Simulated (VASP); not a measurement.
Write the native input for VASP 6.6.1 that does the following.

- Task: single point
- Functional: PBE
- Potentials or basis: VASP PAW PBE potentials, release 64 (Si, Ni)
- Cutoff: 520 eV
- k mesh: 16 × 14 × 10
- Occupations: gaussian, width 0.15 eV
- Spin: no spin polarisation
- Dipole correction: no
- Further INCAR settings: ALGO = Normal; EDIFF = 1e-06; NBANDS = 22

The structure of SiNi lies in POSCAR:

```
SiNi
1.0
    3.0552835660      0.0000000000      0.0000000000
    0.0000000000      3.2583147222      0.0000000000
    0.0000000000      0.0000000000      4.7093899546
Si Ni
2 2
Direct
    0.5000000000      0.5000000000      0.8431827244
    0.0000000000      0.0000000000      0.1568172756
    0.4018094414      0.5000000000      0.3104547175
    0.0000000000      0.0000000000      0.6576940233
```

This cell differs from its parent crystal: atom 3 (Ni) moved by (-0.300, -0.150) A along x and z.

One way to write it, as run:

INCAR

```
  PREC = Accurate
  ENCUT = 520
  EDIFF = 1E-6
  ISMEAR = 0
  SIGMA = 0.15
  LREAL = F
  LASPH = T
  NELM = 80
  ALGO = Normal
  ISIF = 2
  LWAVE = F
  LCHARG = F
  GGA = PE
  NBANDS = 22
```

KPOINTS

```
regular mesh
0
Gamma
  16 14 10
```

Potentials or basis: VASP PAW PBE potentials, release 64 (Si, Ni).

Command:

```sh
$ cat potpaw_PBE.64/Si/POTCAR potpaw_PBE.64/Ni/POTCAR > POTCAR
$ mpirun -np 1 vasp_std > vasp.out
```

It gave:

```
Pressure               : 6.6 GPa
Largest force          : 2.985 eV/Å
Band gap on the k mesh : zero (band 14 reaches 13.21 eV, above the bottom of band 15 at 10.60 eV)
```

Caveat: the cell differs from its parent crystal (atom 3 (Ni) moved by (-0.300, -0.150) A along x and z); forces of over 1 eV/Å act on the atoms, so gaps and moduli don't describe the material at rest.

Run time: 6 min on 1 thread of Intel Xeon 6975P-C, with other jobs on the host, peak memory 0.63 GiB.
